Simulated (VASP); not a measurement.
Runs of VASP 6.6.1 on Re. The structure is that of space group P6/mmm (No. 191), or close to it. The cells are those of the table. 

| task | potentials or basis | spin | cell | k mesh | cutoff (eV) | second run | gap on the mesh (eV) | pressure (GPa) | moment (μB) | relaxed volume (Å³/atom) |
| --- | --- | --- | --- | --- | --- | --- | --- | --- | --- | --- |
| single point | VASP PAW PBE potentials, release 64 (Re) | off | a = 4.410, b = 4.410, c = 2.454 Å, angles 90.0, 90.0, 120.0°, 2 atoms | 12 × 12 × 22 | 520 | - | none | -1.4 | - | - |
| single point | VASP PAW PBE potentials, release 64 (Re) | collinear, ferromagnetic start | a = 4.396, b = 4.396, c = 2.451 Å, angles 90.0, 90.0, 120.0°, 2 atoms | 6 × 6 × 8 | 520 | - | none | 1.0 | 0.00 | - |
| relaxation of cell and atoms | VASP PAW PBE potentials, release 64 (Re) | off | relaxed from a = 2.762, b = 2.762, c = 3.043 Å, angles 90.0, 90.0, 120.0°, 2 atoms | 6 × 6 × 6 | 600 | - | none | 0.0 | - | (a) |
| single point | VASP PAW PBE potentials, release 64 (Re_sv_GW) | collinear, ferromagnetic start | a = 4.396, b = 4.396, c = 2.451 Å, angles 90.0, 90.0, 120.0°, 2 atoms | 6 × 6 × 8 | 500 | valence_matched | none | (b) | 0.00 | - |
| single point | VASP PAW PBE potentials, release 64 (Re) | off | a = 4.396, b = 4.396, c = 2.451 Å, angles 90.0, 90.0, 120.0°, 2 atoms | 6 × 6 × 6 | 520 | - | none | -1.3 | - | - |
| single point | VASP PAW PBE potentials, release 64 (Re_sv_GW) | off | a = 4.396, b = 4.396, c = 2.451 Å, angles 90.0, 90.0, 120.0°, 2 atoms | 6 × 6 × 6 | 500 | valence_matched | none | -1.6 | - | - |
| relaxation of cell and atoms | VASP PAW PBE potentials, release 64 (Re) | off | relaxed from a = 4.396, b = 4.396, c = 2.451 Å, angles 90.0, 90.0, 120.0°, 2 atoms | 12 × 12 × 22 | 600 | - | none | 0.0 | - | (c) |
| relaxation of cell and atoms | VASP PAW PBE potentials, release 64 (Re_sv_GW) | off | relaxed from a = 2.762, b = 2.762, c = 3.043 Å, angles 90.0, 90.0, 120.0°, 2 atoms | 6 × 6 × 6 | 500 | valence_matched | none | -0.1 | - | 17.64 |

Alike in all rows: level PBE; smearing gaussian 0.1 eV.

Task: Estimate the missing entries.

Result: (a) 20.44; (b) 0.7; (c) 20.54.

Caveats: some runs use coarse meshes; spin-orbit coupling is left out, which moves the levels of the heavy elements; the volume moved by over 15 % at a fixed basis, so the end points are rough (some runs).

A k mesh can miss the band edges, and the runs leave out spin-orbit coupling on Re.

A gap of «none» marks levels without a gap at the run's occupations.

The runs don't all hold the same shells in valence.
